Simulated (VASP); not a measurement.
# LiNbO3 (R3c) in VASP: notebook

LiNbO3 is run at these levels: PBE; tasks: single point.

Program: VASP 6.6.1. These are calculated values, not measurements. Logs are shortened: lines on timing, memory, paths and dates and some standing lists are left out, and cuts for length are marked.

### Step 1. The cell of the first run

Symmetry: R3c, No. 161, trigonal system. Conventional cell: a = 5.190 Å, b = 5.190 Å, c = 14.017 Å, α = 90.00°, β = 90.00°, γ = 120.00°. Li (site symmetry 3) has 6 O at 2.08 to 2.27 Å within 2.8 Å. Nb (site symmetry 3) has 6 O at 1.88 to 2.16 Å within 2.5 Å. O (site symmetry 1) has 2 Nb at 1.88 to 2.16 Å and 2 Li at 2.08 to 2.27 Å within 2.5 Å.

### Step 2. Single point, PBE

File INCAR:

```
SYSTEM = LiNbO3
  PREC = Accurate
  ENCUT = 520
  EDIFF = 1E-6
  ISMEAR = -1
  SIGMA = 0.01
  LREAL = Auto
  LASPH = .TRUE.
  NELM = 80
  ALGO = Normal
  ISIF = 2
  LWAVE = .FALSE.
  LCHARG = .FALSE.
  GGA = PE
  NBANDS = 318
```

File KPOINTS:

```
Automatic mesh
0
G
  1 1 1
  0 0 0
```

File POSCAR:

```
LiNbO3
1.0
    5.1899002704      2.9963903182      9.3444464955
   -5.1899002704      2.9963903182      9.3444464955
    0.0000000000     -5.9927806363      9.3444464955
Li Nb O
16 16 48
Direct
    0.3591791438      0.3591791438      0.3591791438
    0.1091791438      0.1091791438      0.1091791438
    0.3591791438      0.3591791438      0.8591791438
    0.1091791438      0.1091791438      0.6091791438
    0.3591791438      0.8591791438      0.3591791438
    0.1091791438      0.6091791438      0.1091791438
    0.3591791438      0.8591791438      0.8591791438
    0.1091791438      0.6091791438      0.6091791438
    0.8591791438      0.3591791438      0.3591791438
    0.6091791438      0.1091791438      0.1091791438
    0.8591791438      0.3591791438      0.8591791438
    0.6091791438      0.1091791438      0.6091791438
    0.8591791438      0.8591791438      0.3591791438
    0.6091791438      0.6091791438      0.1091791438
    0.8591791438      0.8591791438      0.8591791438
    0.6091791438      0.6091791438      0.6091791438
    0.4997410062      0.4997410062      0.4997410062
    0.2497410062      0.2497410062      0.2497410062
    0.4997410062      0.4997410062      0.9997410062
    0.2497410062      0.2497410062      0.7497410063
    0.4997410062      0.9997410062      0.4997410062
    0.2497410062      0.7497410063      0.2497410062
    0.4997410062      0.9997410062      0.9997410062
    0.2497410062      0.7497410063      0.7497410063
    0.9997410062      0.4997410062      0.4997410062
    0.7497410063      0.2497410062      0.2497410062
    0.9997410062      0.4997410062      0.9997410062
    0.7497410063      0.2497410062      0.7497410063
    0.9997410062      0.9997410062      0.4997410062
    0.7497410063      0.7497410063      0.2497410062
    0.9997410062      0.9997410062      0.9997410062
    0.7497410063      0.7497410063      0.7497410063
    0.1394529432      0.3209637481      0.4447556587
    0.3209637481      0.4447556587      0.1394529432
    0.4447556587      0.1394529432      0.3209637481
    0.1947556587      0.0709637481      0.3894529432
    0.3894529432      0.1947556587      0.0709637481
    0.0709637481      0.3894529432      0.1947556587
    0.1394529432      0.3209637481      0.9447556587
    0.3209637481      0.4447556587      0.6394529432
    0.4447556587      0.1394529432      0.8209637481
    0.1947556587      0.0709637481      0.8894529432
    0.3894529432      0.1947556587      0.5709637481
    0.0709637481      0.3894529432      0.6947556587
    0.1394529432      0.8209637481      0.4447556587
    0.3209637481      0.9447556587      0.1394529432
    0.4447556587      0.6394529432      0.3209637481
    0.1947556587      0.5709637481      0.3894529432
    0.3894529432      0.6947556587      0.0709637481
    0.0709637481      0.8894529432      0.1947556587
    0.1394529432      0.8209637481      0.9447556587
    0.3209637481      0.9447556587      0.6394529432
    0.4447556587      0.6394529432      0.8209637481
    0.1947556587      0.5709637481      0.8894529432
    0.3894529432      0.6947556587      0.5709637481
    0.0709637481      0.8894529432      0.6947556587
    0.6394529432      0.3209637481      0.4447556587
    0.8209637481      0.4447556587      0.1394529432
    0.9447556587      0.1394529432      0.3209637481
    0.6947556587      0.0709637481      0.3894529432
    0.8894529432      0.1947556587      0.0709637481
    0.5709637481      0.3894529432      0.1947556587
    0.6394529432      0.3209637481      0.9447556587
    0.8209637481      0.4447556587      0.6394529432
    0.9447556587      0.1394529432      0.8209637481
    0.6947556587      0.0709637481      0.8894529432
    0.8894529432      0.1947556587      0.5709637481
    0.5709637481      0.3894529432      0.6947556587
    0.6394529432      0.8209637481      0.4447556587
    0.8209637481      0.9447556587      0.1394529432
    0.9447556587      0.6394529432      0.3209637481
    0.6947556587      0.5709637481      0.3894529432
    0.8894529432      0.6947556587      0.0709637481
    0.5709637481      0.8894529432      0.1947556587
    0.6394529432      0.8209637481      0.9447556587
    0.8209637481      0.9447556587      0.6394529432
    0.9447556587      0.6394529432      0.8209637481
    0.6947556587      0.5709637481      0.8894529432
    0.8894529432      0.6947556587      0.5709637481
    0.5709637481      0.8894529432      0.6947556587
```

Potentials or basis: VASP PAW PBE potentials, release 64 (Li_sv, Nb_sv, O).

The run is started by

```console
> cat potpaw_PBE.64/Li_sv/POTCAR potpaw_PBE.64/Nb_sv/POTCAR potpaw_PBE.64/O/POTCAR > POTCAR
> mpirun -np 1 vasp_gam > vasp.out
```

OUTCAR:

```text
SYSTEM = LiNbO3
   PREC = Accurate
   ENCUT = 520
   EDIFF = 1E-6
   ISMEAR = -1
   LREAL = Auto
   LASPH = .TRUE.
   NELM = 80
   ISIF = 2
   GGA = PE

 ion  position               nearest neighbor table
   1  0.359  0.359  0.359-  43 2.08  62 2.08  48 2.08  34 2.27  33 2.27  35 2.27
   2  0.109  0.109  0.109-  59 2.08  39 2.08  46 2.08  42 2.27  50 2.27  61 2.27
   3  0.359  0.359  0.859-  37 2.08  68 2.08  54 2.08  40 2.27  39 2.27  41 2.27
   4  0.109  0.109  0.609-  65 2.08  33 2.08  52 2.08  36 2.27  56 2.27  67 2.27
   5  0.359  0.859  0.359-  55 2.08  74 2.08  36 2.08  46 2.27  45 2.27  47 2.27
   6  0.109  0.609  0.109-  71 2.08  51 2.08  34 2.08  54 2.27  38 2.27  73 2.27
[... 81 lines left out ...]
 A1 = (   5.1899002704,   2.9963903182,   9.3444464955)
 A2 = (  -5.1899002704,   2.9963903182,   9.3444464955)
 A3 = (   0.0000000000,  -5.9927806363,   9.3444464955)

Analysis of symmetry for initial positions (statically):
=====================================================================
 Subroutine PRICEL returns following result:

  LATTYP: Found a trigonal (rhomboedric) cell.
 ALAT       =     5.5504977268
 COS(alpha) =     0.5628563531

  Lattice vectors:

 A1 = (   2.5949501352,   1.4981951591,   4.6722232477)
 A2 = (  -2.5949501352,   1.4981951591,   4.6722232477)
 A3 = (   0.0000000000,  -2.9963903181,   4.6722232477)

   8 primitive cells build up your supercell.

 Routine SETGRP: Setting up the symmetry group for a
 trigonal (rhombohedral) supercell.

 Subroutine GETGRP returns: Found  6 space group operations
 (whereof  3 operations were pure point group operations)
 out of a pool of 12 trial point group operations.

The static configuration has the point symmetry C_3 .
 The point group associated with its full space group is C_3v.

Analysis of symmetry for dynamics (positions and initial velocities):
=====================================================================
 Subroutine PRICEL returns following result:

  LATTYP: Found a trigonal (rhomboedric) cell.
 ALAT       =     5.5504977268
 COS(alpha) =     0.5628563531

  Lattice vectors:

 A1 = (   2.5949501352,   1.4981951591,   4.6722232477)
 A2 = (  -2.5949501352,   1.4981951591,   4.6722232477)
 A3 = (   0.0000000000,  -2.9963903181,   4.6722232477)

   8 primitive cells build up your supercell.

 Routine SETGRP: Setting up the symmetry group for a
 trigonal (rhombohedral) supercell.

 Subroutine GETGRP returns: Found  6 space group operations
 (whereof  3 operations were pure point group operations)
 out of a pool of 12 trial point group operations.

The dynamic configuration has the point symmetry C_3 .
 The point group associated with its full space group is C_3v.

 Subroutine INISYM returns: Found  6 space group operations
 (whereof  3 operations are pure point group operations),
 and found     8 'primitive' translations

----------------------------------------------------------------------------------------

                                     Primitive cell

  volume of cell :     108.9864

  direct lattice vectors                    reciprocal lattice vectors
     2.594950135  1.498195159  4.672223248     0.192681930  0.111244964  0.071343623
    -2.594950135  1.498195159  4.672223248    -0.192681930  0.111244964  0.071343623
     0.000000000 -2.996390318  4.672223248     0.000000000 -0.222489928  0.071343623

  length of vectors
     5.550497727  5.550497727  5.550497727     0.233648626  0.233648626  0.233648626

  position of ions in fractional coordinates (direct lattice)
     0.718358288  0.718358288  0.718358288
     0.218358288  0.218358288  0.218358288
     0.999482012  0.999482012  0.999482012
     0.499482012  0.499482012  0.499482012
     0.278905886  0.641927496  0.889511317
[... 36 lines left out ...]

  Shift w.r.t. Gamma in fractional coordinates (k-lattice)
     0.000000000  0.000000000  0.000000000

 Subroutine IBZKPT returns following result:
 ===========================================

 Found      1 irreducible k-points:

 Following reciprocal coordinates:
[... 29 lines left out ...]
   TEBEG  =    0.0;   TEEND  =   0.0 temperature during run
   PSTRESS=    0.0 pullay stress
   NELECT =     544.0000    total number of electrons
   NUPDOWN=      -1.0000    fix difference up-down
   EMIN   =  10.00;   EMAX   =-10.00  energy-range for DOS
   EFERMI =   0.00;   METHOD = LEGACY
   ISMEAR =    -1;   SIGMA  =   0.01  broadening in eV -4-tet -1-fermi 0-gaus
   EFERMI_NEDOS =   21; number of points for ismear=-14 and -15
   IALGO  =     38    algorithm
   IMIX   =      4    mixing-type and parameters
     AMIX     =   0.40;   BMIX     =  1.00
     AMIX_MAG =   1.60;   BMIX_MAG =  1.00
  volume/ion in A,a.u.               =      10.90        73.55
  Fermi-wavevector in a.u.,A,eV,Ry     =   1.398901  2.643540 26.625577  1.956925
  Thomas-Fermi vector in A             =   2.522014
   LORBIT       =      0    0 simple, 1 ext, 2 COOP (PROOUT), +10 PAW based schemes
   GGA     = PE    functional components
   LHFCALC =     F    Hartree Fock is set to
   AEXX    =    0.0000 exact exchange contribution
   IVDW    =     0    specifies the selected vdW correction
   LEPSILON=     F    determine dielectric tensor
   LRPA    =     F    only Hartree local field effects (RPA)
 non-spin polarized calculation
  energy-cutoff  :      520.00
  volume of cell :      871.89
 maximum number of plane-waves:     11751
 NGX is ok and might be reduce to    84
   NGX = 41   NGY = 41   NGZ = 41

 number of electron     543.9999989 magnetization

 Free energy of the ion-electron system (eV)
  ---------------------------------------------------
  ext. energy  EPLUGINS =         0.00000000
  ---------------------------------------------------
  free energy    TOTEN  =      -640.02754076 eV

  energy without entropy =     -640.02754076  energy(sigma->0) =     -640.02754076

 E-fermi :   3.5918     XC(G=0): -10.6645

 val. band max:        3.3264268486   @ k =   0.0000   0.0000   0.0000
 cond. band min:       6.8975611593   @ k =   0.0000   0.0000   0.0000
 fundamental gap:      3.5711343107
 Fermi energy:         3.5918072854

 k-point     1 :       0.0000    0.0000    0.0000
  band No.  band energies     occupation
      1     -50.9179      2.00000
      2     -50.9135      2.00000
      3     -50.9135      2.00000
      4     -50.9135      2.00000
      5     -50.9113      2.00000
      6     -50.9113      2.00000
[... 276 lines left out ...]
    283       7.1454      0.00000
    284       7.3572      0.00000
 [bands above 284 left out]

------------------------ aborting loop because EDIFF is reached ----------------------------------------

  FORCE on cell =-STRESS in cart. coord.  units (eV):
  Direction    XX          YY          ZZ          XY          YZ          ZX
  --------------------------------------------------------------------------------------
  -------------------------------------------------------------------------------------
  Total       -1.8898163     -1.8898163     -0.5160667      0.0000000     -0.0000000      0.0000000
  in kB       -3.4727055     -3.4727055     -0.9483184      0.0000000     -0.0000000      0.0000000
  external PRESSURE =      -2.6312431 kB  Pullay stress =       0.0000000 kB

 VOLUME and BASIS-vectors are now :
 -----------------------------------------------------------------------------
  energy-cutoff  :      520.00
  volume of cell :      871.89
      direct lattice vectors                 reciprocal lattice vectors
     5.189900270  2.996390318  9.344446495     0.096340965  0.055622482  0.035671811
    -5.189900270  2.996390318  9.344446495    -0.096340965  0.055622482  0.035671811
     0.000000000 -5.992780636  9.344446495     0.000000000 -0.111244964  0.035671811

 POSITION                                       TOTAL-FORCE (eV/Angst)
 -----------------------------------------------------------------------------------
      0.00000      0.00000     10.06899        -0.000000     -0.000000     -0.000919
      0.00000      0.00000      3.06066        -0.000000     -0.000000     -0.000919
      0.00000     -2.99639     14.74121        -0.000000     -0.000000     -0.000919
      0.00000     -2.99639      7.73288        -0.000000     -0.000000     -0.000919
     -2.59495      1.49820     14.74121        -0.000000     -0.000000     -0.000919
     -2.59495      1.49820      7.73288        -0.000000     -0.000000     -0.000919
[... 72 lines left out ...]
      1.01046      1.32525     20.13889         0.005805     -0.005718      0.057502
     -1.65293      0.21246     20.13889         0.002049      0.007886      0.057502
 -----------------------------------------------------------------------------------
    total drift:                               -0.000000      0.000007     -0.034547

  FREE ENERGIE OF THE ION-ELECTRON SYSTEM (eV)
  ---------------------------------------------------
  free  energy   TOTEN  =      -640.0275407567 eV

  energy  without entropy=     -640.0275407567  energy(sigma->0) =     -640.02754076
```

Wall time 11 min (1 thread of Oxide Virtual Turin-like, shared host); peak memory 1.1 GiB.

Results:

```
Free energy            : -640.0275 eV
Largest force          : 0.172 eV/Å
Band gap on the k mesh : 3.57 eV
```

Forces on the atoms (eV/Å):
```
Li   0.000  0.000 -0.001
Li   0.000  0.000 -0.001
Li   0.000  0.000 -0.001
Li   0.000  0.000 -0.001
Li   0.000  0.000 -0.001
Li   0.000  0.000 -0.001
Li   0.000  0.000 -0.001
Li   0.000  0.000 -0.001
Li   0.000  0.000 -0.001
Li   0.000  0.000 -0.001
Li   0.000  0.000 -0.001
Li   0.000  0.000 -0.001
Li   0.000  0.000 -0.001
Li   0.000  0.000 -0.001
Li   0.000  0.000 -0.001
Li   0.000  0.000 -0.001
Nb   0.000  0.000 -0.172
Nb   0.000  0.000 -0.172
Nb   0.000  0.000 -0.172
Nb   0.000  0.000 -0.172
Nb   0.000  0.000 -0.172
Nb   0.000  0.000 -0.172
Nb   0.000  0.000 -0.172
Nb   0.000  0.000 -0.172
Nb   0.000  0.000 -0.172
Nb   0.000  0.000 -0.172
Nb   0.000  0.000 -0.172
Nb   0.000  0.000 -0.172
Nb   0.000  0.000 -0.172
Nb   0.000  0.000 -0.172
Nb   0.000  0.000 -0.172
Nb   0.000  0.000 -0.172
O   -0.002  0.008  0.058
O    0.008 -0.002  0.058
O   -0.006 -0.006  0.058
O   -0.008 -0.002  0.058
O    0.006 -0.006  0.058
O    0.002  0.008  0.058
O   -0.002  0.008  0.058
O    0.008 -0.002  0.058
O   -0.006 -0.006  0.058
O   -0.008 -0.002  0.058
O    0.006 -0.006  0.058
O    0.002  0.008  0.058
O   -0.002  0.008  0.058
O    0.008 -0.002  0.058
O   -0.006 -0.006  0.058
O   -0.008 -0.002  0.058
O    0.006 -0.006  0.058
O    0.002  0.008  0.058
O   -0.002  0.008  0.058
O    0.008 -0.002  0.058
O   -0.006 -0.006  0.058
O   -0.008 -0.002  0.058
O    0.006 -0.006  0.058
O    0.002  0.008  0.058
O   -0.002  0.008  0.058
O    0.008 -0.002  0.058
O   -0.006 -0.006  0.058
O   -0.008 -0.002  0.058
O    0.006 -0.006  0.058
O    0.002  0.008  0.058
O   -0.002  0.008  0.058
O    0.008 -0.002  0.058
O   -0.006 -0.006  0.058
O   -0.008 -0.002  0.058
O    0.006 -0.006  0.058
O    0.002  0.008  0.058
O   -0.002  0.008  0.058
O    0.008 -0.002  0.058
O   -0.006 -0.006  0.058
O   -0.008 -0.002  0.058
O    0.006 -0.006  0.058
O    0.002  0.008  0.058
O   -0.002  0.008  0.058
O    0.008 -0.002  0.058
O   -0.006 -0.006  0.058
O   -0.008 -0.002  0.058
O    0.006 -0.006  0.058
O    0.002  0.008  0.058
```

Caveat: the k points lie up to 0.73 Å⁻¹ apart; the cutoff is under 1.25 times the usual one of these potentials, so pressure, stress and relaxed cells hold a basis-set (Pulay) error. A k mesh can miss the band edges.

(Part 1 of 2 ends here.)
